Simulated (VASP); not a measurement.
Wanted: the native input for a VASP 6.6.1 run.

| Item | Value |
| --- | --- |
| Task | single point |
| Functional | PBE |
| Potentials or basis | VASP PAW PBE potentials, release 64 (Ba_sv, Ti_sv, O) |
| Cutoff | 520 eV |
| k mesh | 6 × 6 × 6 |
| Occupations | fermi-dirac, width 0.02 eV |
| Spin | no spin polarisation |
| Dipole correction | no |
| Further INCAR settings | ALGO = Normal; EDIFF = 1e-06; NBANDS = 28 |

The structure of BaTiO3 lies in POSCAR:

```
BaTiO3
1.0
    3.8131590514      0.0000000000      0.0000000000
    0.0000000000      3.8131590514      0.0000000000
    0.0000000000      0.0000000000      3.9484664854
Ba Ti O
1 1 3
Direct
    0.5000000000      0.5000000000      0.5756947647
    0.0000000000      0.0000000000      0.0851953261
    0.0000000000      0.5000000000      0.0669884550
    0.5000000000      0.0000000000      0.0669884550
    0.0000000000      0.0000000000      0.5651299892
```

This cell differs from its parent crystal: strain -4.0%.

These files were run (other wordings do the same):

INCAR

```
PREC     = Accurate       # precision mode
ENCUT    = 520            # plane-wave cutoff, eV
EDIFF    = 1E-6           # SCF threshold, eV
ISMEAR   = -1             # smearing method
SIGMA    = 0.02           # smearing width, eV
LREAL    = F              # projectors in reciprocal space
LASPH    = T              # aspherical terms in the spheres
NELM     = 80             # most SCF steps
ALGO     = Normal         # electronic algorithm
ISIF     = 2              # what is computed and relaxed
LWAVE    = F              # write WAVECAR
LCHARG   = F              # write CHGCAR
GGA      = PE             # functional
NBANDS   = 28             # bands
```

KPOINTS

```
regular mesh
0
Gamma
  6 6 6
```

Potentials or basis: VASP PAW PBE potentials, release 64 (Ba_sv, Ti_sv, O).

Command:

```console
$ cat potpaw_PBE.64/Ba_sv/POTCAR potpaw_PBE.64/Ti_sv/POTCAR potpaw_PBE.64/O/POTCAR > POTCAR
$ mpirun -np 1 vasp_std > vasp.out
```

Results of the run:

```json
{"Pressure": "29.9 GPa", "Largest force": "0.064 eV/Å", "Band gap on the k mesh": "1.96 eV, indirect (least direct gap 2.11 eV)"}
```

Caveat: the cell differs from its parent crystal (strain -4.0%); spin-orbit coupling is left out, which moves the levels of the heavy elements.

Wall time 39 s on 1 thread of Intel(R) Xeon(R) 6975P-C (Granite Rapids), with other jobs on the host, peak memory 0.2 GiB.
